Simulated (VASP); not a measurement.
# SnB17N18 (a cell with a defect) in VASP: further runs

The runs below take SnB17N18 (a cell with a defect) through single point, with PBE.

All numbers are computed with VASP 6.6.1; they aren't measurements. Logs are shortened: lines on timing, memory, paths and dates and some standing lists are left out, and cuts for length are marked.

### Step 1. The cell of the first run

The cell holds a defect, 36 atoms: a = 7.465 Å, b = 7.465 Å, c = 6.495 Å, α = 90.00°, β = 90.00°, γ = 120.00°.

### Step 2. Single point, PBE

Contents of INCAR:

```
SYSTEM = SnB17N18
ALGO = Normal ; EDIFF = 1E-6
ENCUT = 520 ; GGA = PE
GGA_COMPAT = .FALSE. ; ISIF = 2
ISMEAR = 0 ; ISYM = -1
LASPH = .TRUE. ; LCHARG = .FALSE.
LREAL = Auto ; LWAVE = .FALSE.
NBANDS = 102 ; NELECT = 156.0
NELM = 120 ; PREC = Accurate
SIGMA = 0.01
```

Contents of KPOINTS:

```
explicit points
1
Reciprocal
  0.25000000   0.25000000   0.25000000 1
```

Contents of POSCAR:

```
SnB17N18
1.0
    7.4650312809      0.0000000000      0.0000000000
   -3.7325156404      6.4649067293      0.0000000000
    0.0000000000      0.0000000000      6.4954828800
B N Sn
17 18 1
Direct
    0.0843235803      0.2075206176      0.2340242641
    0.2443837061      0.1217048415      0.7520021576
    0.0839256028      0.5402147730      0.2408795156
    0.2444466579      0.4614054519      0.7502746141
    0.0839716421      0.8744719328      0.2412181046
    0.2451831787      0.7917173447      0.8009064444
    0.4158753330      0.2072096929      0.2117263600
    0.5757440765      0.1201085175      0.7735198510
    0.4158901036      0.5390981942      0.2116466136
    0.4184994167      0.8745127791      0.2465778260
    0.5753615994      0.7938458044      0.7675400968
    0.7526165242      0.2086573829      0.2367273608
    0.9124114969      0.1253367064      0.7641242583
    0.7458833334      0.5382641069      0.2562296023
    0.9167578289      0.4613261964      0.8183547849
    0.7525396161      0.8746763896      0.2347775189
    0.9164697693      0.7937106529      0.8137456419
    0.1342637838      0.2360926800      0.7437837165
    0.1947301803      0.0968558420      0.2314046160
    0.1371344145      0.5688715418      0.8006306934
    0.1945440411      0.4296801373      0.2318264766
    0.1363084799      0.9049582898      0.7984999056
    0.1960999601      0.7639422843      0.2539933165
    0.4570714422      0.2104125183      0.7212478763
    0.5288169216      0.0981279617      0.2398778542
    0.4563915027      0.5854038095      0.7105300991
    0.5222724182      0.4266610191      0.1860670188
    0.4674351610      0.9020453001      0.8030083607
    0.5288436702      0.7623767718      0.2364687233
    0.8016016007      0.2372325527      0.7787077951
    0.8617973666      0.0969914047      0.2412196747
    0.8172363265      0.5780330206      0.8447839087
    0.8641544144      0.4288830216      0.2341912827
    0.8014368681      0.9016314138      0.7724528079
    0.8643723115      0.7670177940      0.2345608730
    0.6368119629      0.4856439589      0.5876838513
```

Potentials or basis: VASP PAW PBE potentials, release 64 (B, N, Sn_d).

The run is started by

```sh
cat potpaw_PBE.64/B/POTCAR potpaw_PBE.64/N/POTCAR potpaw_PBE.64/Sn_d/POTCAR > POTCAR
mpirun -np 1 vasp_std > vasp.out
```

OUTCAR:

```text
SYSTEM = SnB17N18
   EDIFF = 1E-6
   ENCUT = 520
   GGA = PE
   ISIF = 2
   ISMEAR = 0
   ISYM = -1
   LASPH = .TRUE.
   LREAL = Auto
   NELECT = 156.0
   NELM = 120
   PREC = Accurate

 ion  position               nearest neighbor table
   1  0.084  0.208  0.234-  19 1.43  21 1.44  31 1.44
   2  0.244  0.122  0.752-  24 1.40  22 1.43  18 1.45
   3  0.084  0.540  0.241-  33 1.42  21 1.43  23 1.45
   4  0.244  0.461  0.750-  26 1.40  20 1.43  18 1.46
   5  0.084  0.874  0.241-  35 1.42  19 1.44  23 1.44
   6  0.245  0.792  0.801-  22 1.44  28 1.44  20 1.44
   7  0.416  0.207  0.212-  27 1.43  19 1.44  25 1.45
   8  0.576  0.120  0.774-  24 1.40  28 1.42  30 1.46  36 2.80
   9  0.416  0.539  0.212-  27 1.42  21 1.44  29 1.45
  10  0.418  0.875  0.247-  23 1.44  29 1.44  25 1.45
  11  0.575  0.794  0.768-  26 1.40  28 1.42  34 1.46  36 2.81
  12  0.753  0.209  0.237-  33 1.42  31 1.43  25 1.45
  13  0.912  0.125  0.764-  18 1.44  30 1.44  34 1.45
  14  0.746  0.538  0.256-  33 1.48  35 1.49  27 1.52  36 2.27
  15  0.917  0.461  0.818-  32 1.41  20 1.43  30 1.47  36 2.65
  16  0.753  0.875  0.235-  35 1.42  31 1.44  29 1.45
  17  0.916  0.794  0.814-  32 1.41  22 1.42  34 1.47  36 2.65
  18  0.134  0.236  0.744-  13 1.44   2 1.45   4 1.46
  19  0.195  0.097  0.231-   1 1.43   7 1.44   5 1.44
  20  0.137  0.569  0.801-   4 1.43  15 1.43   6 1.44
  21  0.195  0.430  0.232-   3 1.43   1 1.44   9 1.44
  22  0.136  0.905  0.798-  17 1.42   2 1.43   6 1.44
  23  0.196  0.764  0.254-  10 1.44   5 1.44   3 1.45
  24  0.457  0.210  0.721-   2 1.40   8 1.40  36 2.00
  25  0.529  0.098  0.240-  10 1.45  12 1.45   7 1.45
  26  0.456  0.585  0.711-   4 1.40  11 1.40  36 2.00
  27  0.522  0.427  0.186-   9 1.42   7 1.43  14 1.52  36 2.71
  28  0.467  0.902  0.803-  11 1.42   8 1.42   6 1.44
  29  0.529  0.762  0.236-  10 1.44  16 1.45   9 1.45
  30  0.802  0.237  0.779-  13 1.44   8 1.46  15 1.47
  31  0.862  0.097  0.241-  12 1.43  16 1.44   1 1.44
  32  0.817  0.578  0.845-  15 1.41  17 1.41  36 2.04
  33  0.864  0.429  0.234-   3 1.42  12 1.42  14 1.48
  34  0.801  0.902  0.772-  13 1.45  11 1.46  17 1.47
  35  0.864  0.767  0.235-  16 1.42   5 1.42  14 1.49
  36  0.637  0.486  0.588-  26 2.00  24 2.00  32 2.04  14 2.27  17 2.65  15 2.65  27 2.71   8 2.80
                            11 2.81

IMPORTANT INFORMATION: All symmetrisations will be switched off!
NOSYMM: (Re-)initialisation of all symmetry stuff for point group C_1.

----------------------------------------------------------------------------------------

                                     Primitive cell

  volume of cell :     313.4768

  direct lattice vectors                    reciprocal lattice vectors
     7.465031281  0.000000000  0.000000000     0.133957912  0.077340636  0.000000000
    -3.732515640  6.464906729  0.000000000     0.000000000  0.154681273  0.000000000
[... 124 lines left out ...]
   EMIN   =  10.00;   EMAX   =-10.00  energy-range for DOS
   EFERMI =   0.00;   METHOD = LEGACY
   ISMEAR =     0;   SIGMA  =   0.01  broadening in eV -4-tet -1-fermi 0-gaus
   EFERMI_NEDOS =   21; number of points for ismear=-14 and -15
   IALGO  =     38    algorithm
   IMIX   =      4    mixing-type and parameters
     AMIX     =   0.40;   BMIX     =  1.00
     AMIX_MAG =   1.60;   BMIX_MAG =  1.00
  volume/ion in A,a.u.               =       8.71        58.76
  Fermi-wavevector in a.u.,A,eV,Ry     =   1.297322  2.451584 22.899223  1.683045
  Thomas-Fermi vector in A             =   2.428722
   LORBIT       =      0    0 simple, 1 ext, 2 COOP (PROOUT), +10 PAW based schemes
   GGA     = PE    functional components
   LHFCALC =     F    Hartree Fock is set to
   AEXX    =    0.0000 exact exchange contribution
   IVDW    =     0    specifies the selected vdW correction
   LEPSILON=     F    determine dielectric tensor
   LRPA    =     F    only Hartree local field effects (RPA)
 non-spin polarized calculation
 Gauss-broadening in eV      SIGMA  =   0.01
  energy-cutoff  :      520.00
  volume of cell :      313.48
 maximum number of plane-waves:      8452
 NGX is ok and might be reduce to    56
   NGX = 27   NGY = 27   NGZ = 25

 number of electron     155.9999998 magnetization

 Free energy of the ion-electron system (eV)
  ---------------------------------------------------
  ext. energy  EPLUGINS =         0.00000000
  ---------------------------------------------------
  free energy    TOTEN  =      -300.38299352 eV

  energy without entropy =     -300.38299352  energy(sigma->0) =     -300.38299352

 E-fermi :   4.9355     XC(G=0): -10.5976

 val. band max:        4.8091821785   @ k =   0.2500   0.2500   0.2500
 cond. band min:       7.5511619044   @ k =   0.2500   0.2500   0.2500
 fundamental gap:      2.7419797259
 Fermi energy:         4.9355329977

 k-point     1 :       0.2500    0.2500    0.2500
  band No.  band energies     occupation
      1     -16.0936      2.00000
      2     -16.0130      2.00000
      3     -15.8018      2.00000
      4     -15.7181      2.00000
      5     -15.6442      2.00000
      6     -14.3091      2.00000
[... 82 lines left out ...]
     89      10.0413      0.00000
     90      10.1192      0.00000
 [bands above 90 left out]

------------------------ aborting loop because EDIFF is reached ----------------------------------------

  FORCE on cell =-STRESS in cart. coord.  units (eV):
  Direction    XX          YY          ZZ          XY          YZ          ZX
  --------------------------------------------------------------------------------------
  -------------------------------------------------------------------------------------
  Total       42.3023165     41.2489491     31.1855879      1.4737139     -0.0519245      0.0317624
  in kB      216.2068229    210.8230700    159.3893060      7.5321407     -0.2653856      0.1623372
  external PRESSURE =     195.4730663 kB  Pullay stress =       0.0000000 kB

 VOLUME and BASIS-vectors are now :
 -----------------------------------------------------------------------------
  energy-cutoff  :      520.00
  volume of cell :      313.48
      direct lattice vectors                 reciprocal lattice vectors
     7.465031281  0.000000000  0.000000000     0.133957912  0.077340636  0.000000000
    -3.732515640  6.464906729  0.000000000     0.000000000  0.154681273  0.000000000
     0.000000000  0.000000000  6.495482880     0.000000000  0.000000000  0.153953142

 POSITION                                       TOTAL-FORCE (eV/Angst)
 -----------------------------------------------------------------------------------
     -0.14510      1.34160      1.52010        -0.003842     -0.000333     -0.001746
      1.37007      0.78681      4.88462         0.002094      0.006806     -0.005959
     -1.38985      3.49244      1.56463         0.006829     -0.002874     -0.005335
      0.10260      2.98294      4.87340         0.011348     -0.004805     -0.003216
     -2.63713      5.65338      1.56683         0.001185      0.000385     -0.007239
     -1.12480      5.11838      5.20227        -0.002496      0.002991      0.007926
[... 28 lines left out ...]
      3.58966      4.95870      1.52359         0.002176     -0.000681      0.010906
      2.94115      3.13964      3.81729        -0.009459      0.010683     -0.025439
 -----------------------------------------------------------------------------------
    total drift:                                0.009825      0.011532     -0.003144

  FREE ENERGIE OF THE ION-ELECTRON SYSTEM (eV)
  ---------------------------------------------------
  free  energy   TOTEN  =      -300.3829935180 eV

  energy  without entropy=     -300.3829935180  energy(sigma->0) =     -300.38299352
```

OSZICAR:

```text
N       E                     dE             d eps       ncg     rms          rms(c)
DAV:   1     0.130691503947E+04    0.13069E+04   -0.74815E+04   204   0.160E+03
DAV:   2    -0.157769860443E+03   -0.14647E+04   -0.13674E+04   236   0.399E+02
DAV:   3    -0.327579575518E+03   -0.16981E+03   -0.16477E+03   234   0.153E+02
DAV:   4    -0.335514351237E+03   -0.79348E+01   -0.78647E+01   248   0.340E+01
DAV:   5    -0.335764361641E+03   -0.25001E+00   -0.24962E+00   272   0.610E+00    0.350E+01
DAV:   6    -0.303178452945E+03    0.32586E+02   -0.84662E+01   280   0.515E+01    0.148E+01
DAV:   7    -0.301001352538E+03    0.21771E+01   -0.12375E+01   240   0.110E+01    0.997E+00
DAV:   8    -0.300393983310E+03    0.60737E+00   -0.18733E+00   248   0.494E+00    0.235E+00
DAV:   9    -0.300373807134E+03    0.20176E-01   -0.21415E-01   240   0.209E+00    0.771E-01
DAV:  10    -0.300381589062E+03   -0.77819E-02   -0.45878E-02   248   0.764E-01    0.410E-01
DAV:  11    -0.300381956604E+03   -0.36754E-03   -0.82176E-03   264   0.394E-01    0.130E-01
DAV:  12    -0.300382843647E+03   -0.88704E-03   -0.19000E-03   232   0.175E-01    0.584E-02
DAV:  13    -0.300382975517E+03   -0.13187E-03   -0.20915E-04   240   0.531E-02    0.320E-02
DAV:  14    -0.300382987222E+03   -0.11705E-04   -0.39408E-05   256   0.239E-02    0.131E-02
DAV:  15    -0.300382992816E+03   -0.55943E-05   -0.71067E-06   224   0.103E-02    0.403E-03
DAV:  16    -0.300382993518E+03   -0.70189E-06   -0.10304E-06   168   0.387E-03
   1 F= -.30038299E+03 E0= -.30038299E+03  d E =-.262032E-71
```

stdout:

```text
POSCAR found type information on POSCAR B N Sn
 POSCAR found :  3 types and      36 ions
 scaLAPACK will be used
 LDA part: xc-table for (Slater+PW92), standard interpolation
 POSCAR, INCAR and KPOINTS ok, starting setup
 FFT: planning ... GRIDC
 FFT: planning ... GRID_SOFT
 FFT: planning ... GRID
 WAVECAR not read
 entering main loop
 the old and the new charge density differ
 old charge density:   155.00000 new  156.00000
    0.350E+01
```

Run time: 66 s. Hardware: 1 thread of AMD EPYC 9R45 (Zen 5), shared host; peak memory 0.34 GiB.

Results:

| Property | Result |
| --- | --- |
| Free energy | -300.3830 eV |
| Largest force | 0.029 eV/Å |

Forces on the atoms (eV/Å):
```
B   -0.004  0.000 -0.002
B    0.002  0.007 -0.006
B    0.007 -0.003 -0.005
B    0.011 -0.005 -0.003
B    0.001  0.000 -0.007
B   -0.002  0.003  0.008
B    0.004  0.015  0.007
B    0.013  0.003  0.009
B    0.022 -0.007  0.008
B    0.006 -0.002  0.007
B    0.010 -0.003  0.004
B    0.001 -0.008 -0.006
B   -0.001  0.004 -0.012
B   -0.016 -0.009 -0.009
B    0.002 -0.020  0.005
B   -0.005  0.002  0.000
B   -0.015  0.003  0.007
N    0.006  0.008  0.001
N   -0.007 -0.003  0.004
N    0.000 -0.009 -0.001
N   -0.012 -0.007  0.005
N    0.000  0.003 -0.001
N   -0.002 -0.002  0.008
N   -0.012  0.013 -0.012
N    0.003 -0.001  0.000
N    0.012 -0.011 -0.013
N    0.003  0.008  0.008
N    0.000  0.001 -0.006
N   -0.001  0.004  0.003
N   -0.003  0.003  0.002
N   -0.002  0.000  0.007
N   -0.005  0.005 -0.008
N   -0.003  0.008  0.014
N   -0.005 -0.010  0.000
N    0.002 -0.001  0.011
Sn  -0.009  0.011 -0.025
```

Caveat: the cell carries a net charge on a neutralising background, which shifts energy and pressure; the cell is charged against a uniform background, so pressure and absolute levels hang on convention; spin-orbit coupling is left out, which moves the levels of the heavy elements.

### Step 3. Single point, PBE

Contents of INCAR:

```
SYSTEM = SnB17N18
PREC = Accurate
ENCUT = 520
EDIFF = 1E-6
ISMEAR = 0
SIGMA = 0.01
LREAL = Auto
LASPH = .True.
NELM = 120
ALGO = Normal
ISIF = 2
LWAVE = .False.
LCHARG = .False.
GGA = PE
NELECT = 154.0
NBANDS = 102
GGA_COMPAT = .False.
ISYM = -1
```

KPOINTS is that of step 2.

Contents of POSCAR:

```
SnB17N18
1.0
    7.4650312809      0.0000000000      0.0000000000
   -3.7325156404      6.4649067293      0.0000000000
    0.0000000000      0.0000000000      6.4954828800
B N Sn
17 18 1
Direct
    0.1051940209      0.2094745359      0.2430496898
    0.2230746396      0.1188361377      0.7965516350
    0.1068206370      0.5439394829      0.2421259798
    0.2221504064      0.4594983706      0.7647012223
    0.1062166061      0.8754868906      0.2484708681
    0.2292906243      0.7909791101      0.8079768941
    0.4360232057      0.2028392780      0.2358530929
    0.5626965926      0.1187175073      0.7996075319
    0.4360488038      0.5464022935      0.2326888792
    0.4387131372      0.8753259689      0.2481971267
    0.5589083098      0.7945232149      0.7439786327
    0.7737084354      0.2095009590      0.2433505652
    0.8942925283      0.1216618050      0.7572304958
    0.7800690853      0.5467100762      0.2319109605
    0.9053037063      0.4596494133      0.7671389558
    0.7733385674      0.8771291534      0.2374477976
    0.9026704203      0.7949033845      0.7455539537
    0.1175672461      0.2342928682      0.7631177245
    0.2164747739      0.0987151691      0.2495298210
    0.1190397607      0.5683823590      0.8187301419
    0.2167989033      0.4322327617      0.2392964575
    0.1159378406      0.9001634729      0.8031390948
    0.2170065947      0.7656922013      0.2560820496
    0.4432267756      0.2197783779      0.8145557584
    0.5505568558      0.0985642510      0.2493308232
    0.4266869234      0.5842411514      0.6921526362
    0.5505051367      0.4322263053      0.2516056698
    0.4524545016      0.8999247299      0.8027242316
    0.5503523552      0.7657451630      0.2355561213
    0.7843212591      0.2342810392      0.7668911030
    0.8836084248      0.0988995969      0.2444021179
    0.8261824975      0.5848763574      0.6970725123
    0.8837843097      0.4321738942      0.2390059330
    0.7833253344      0.8991406138      0.7379797645
    0.8839729974      0.7659888178      0.2353276354
    0.5476470607      0.4253834978      0.5902226189
```

Potentials or basis: VASP PAW PBE potentials, release 64 (B, N, Sn_d).

The run is started by

```sh
cat potpaw_PBE.64/B/POTCAR potpaw_PBE.64/N/POTCAR potpaw_PBE.64/Sn_d/POTCAR > POTCAR
mpirun -np 1 vasp_std > vasp.out
```

OUTCAR:

```text
SYSTEM = SnB17N18
   PREC = Accurate
   ENCUT = 520
   EDIFF = 1E-6
   ISMEAR = 0
   LREAL = Auto
   LASPH = .True.
   NELM = 120
   ISIF = 2
   GGA = PE
   NELECT = 154.0
   ISYM = -1

 ion  position               nearest neighbor table
   1  0.105  0.209  0.243-  31 1.43  19 1.44  21 1.44
   2  0.223  0.119  0.797-  22 1.41  24 1.43  18 1.45  36 2.71
   3  0.107  0.544  0.242-  21 1.43  23 1.44  33 1.44
   4  0.222  0.459  0.765-  26 1.41  20 1.41  18 1.46  36 2.81
   5  0.106  0.875  0.248-  23 1.43  35 1.44  19 1.44
   6  0.229  0.791  0.808-  22 1.44  20 1.44  28 1.44
[... 310 lines left out ...]
  Total       28.6802282     29.1567381      4.2033326      0.3705226      0.1833399     -0.1231745
  in kB      146.5844315    149.0198702     21.4832015      1.8937383      0.9370488     -0.6295439
  external PRESSURE =     105.6958344 kB  Pullay stress =       0.0000000 kB

 VOLUME and BASIS-vectors are now :
 -----------------------------------------------------------------------------
  energy-cutoff  :      520.00
  volume of cell :      313.48
      direct lattice vectors                 reciprocal lattice vectors
     7.465031281  0.000000000  0.000000000     0.133957912  0.077340636  0.000000000
    -3.732515640  6.464906729  0.000000000     0.000000000  0.154681273  0.000000000
     0.000000000  0.000000000  6.495482880     0.000000000  0.000000000  0.153953142

 POSITION                                       TOTAL-FORCE (eV/Angst)
 -----------------------------------------------------------------------------------
      0.00341      1.35423      1.57873        -0.000391     -0.003378      0.000071
      1.22170      0.76826      5.17399        -0.004875      0.005632      0.009993
     -1.23284      3.51652      1.57273        -0.000455      0.000521     -0.001281
     -0.05673      2.97061      4.96710         0.010446     -0.004690     -0.007222
     -2.47486      5.65994      1.61394        -0.000014      0.000530     -0.001024
     -1.24068      5.11361      5.24820        -0.002940     -0.003562      0.009875
[... 28 lines left out ...]
      3.73982      4.95205      1.52857        -0.003656     -0.007858     -0.005781
      2.50045      2.75006      3.83378         0.015897      0.071443      0.060368
 -----------------------------------------------------------------------------------
    total drift:                                0.018259      0.016497      0.005571

  FREE ENERGIE OF THE ION-ELECTRON SYSTEM (eV)
  ---------------------------------------------------
  free  energy   TOTEN  =      -310.8229168880 eV

  energy  without entropy=     -310.8229168880  energy(sigma->0) =     -310.82291689
```

Wall time 62 s (1 thread of AMD EPYC 9R45 (Zen 5), shared host); peak memory 0.34 GiB.

Results:

```
Free energy   : -310.8229 eV
Largest force : 0.095 eV/Å
```

Forces on the atoms (eV/Å):
```
B    0.000 -0.003  0.000
B   -0.005  0.006  0.010
B    0.000  0.001 -0.001
B    0.010 -0.005 -0.007
B    0.000  0.001 -0.001
B   -0.003 -0.004  0.010
B   -0.002 -0.032 -0.009
B    0.010  0.004  0.015
B   -0.029  0.013 -0.011
B   -0.001 -0.001 -0.001
B    0.016 -0.006 -0.006
B   -0.001 -0.005 -0.005
B   -0.003  0.007 -0.014
B    0.024  0.014  0.000
B   -0.015 -0.004 -0.004
B   -0.002  0.002  0.006
B   -0.011 -0.004 -0.015
N    0.000 -0.004  0.004
N    0.001  0.004  0.000
N    0.001  0.002  0.016
N    0.006  0.001  0.000
N    0.003  0.004  0.004
N   -0.001 -0.001  0.003
N    0.000  0.002 -0.011
N   -0.001  0.006  0.002
N    0.019 -0.024 -0.031
N   -0.001 -0.005  0.017
N   -0.006  0.008  0.001
N    0.003 -0.007 -0.004
N   -0.001 -0.002  0.000
N   -0.001  0.003 -0.001
N   -0.018 -0.023 -0.023
N   -0.007  0.000 -0.001
N    0.001 -0.011  0.003
N   -0.004 -0.008 -0.006
Sn   0.016  0.071  0.060
```

Levels at points of the mesh, in eV from the Fermi level:
```csv
k point,band 75,band 76,band 77,band 78,band 79,band 80
"(0.25, 0.25, 0.25)",-0.44,-0.30,-0.12,2.65,3.96,4.26
```

Caveat: the cell carries a net charge on a neutralising background, which shifts energy and pressure; the cell is charged against a uniform background, so pressure and absolute levels hang on convention; spin-orbit coupling is left out, which moves the levels of the heavy elements.

(Part 1 of 2 ends here.)
